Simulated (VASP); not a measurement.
A run of VASP 6.6.1 is set up as follows.

INCAR

```
PREC = Accurate
ENCUT = 600
EDIFF = 1E-7
ISMEAR = -1
SIGMA = 0.1
LREAL = False
LASPH = True
NELM = 60
ALGO = Normal
ISIF = 3
LWAVE = False
LCHARG = False
GGA = PE
IBRION = 2
NSW = 80
EDIFFG = -0.01
```

Contents of KPOINTS:

```
regular mesh
0
Gamma
  14 14 8
```

POSCAR

```
Cu
1.0
    2.5561591618      0.0000000000      0.0000000000
   -1.2780795809      2.2136987702      0.0000000000
    0.0000000000      0.0000000000      4.1742079112
Cu
2
Direct
    0.3333333333      0.6666666667      0.2500000000
    0.6666666667      0.3333333333      0.7500000000
```

Potentials or basis: VASP PAW PBE potentials, release 64 (Cu).

Run with:

```console
$ cat potpaw_PBE.64/Cu/POTCAR > POTCAR
$ mpirun -np 1 vasp_std > vasp.out
```

Question: Estimate the relaxed volume.

Answer: 12.04 Å³/atom.

Question: Predict the space group after relaxing (to 0.05 Å).

Answer: P6_3/mmc (No. 194).

Question: What does it give for the band gap on the k mesh?

Answer: Zero (band 11 reaches 10.93 eV, above the bottom of band 12 at 5.42 eV).

Stress tensor (GPa, compression positive):
```
-0.12  0.00  0.00
 0.00 -0.12  0.00
 0.00  0.00  0.11
```
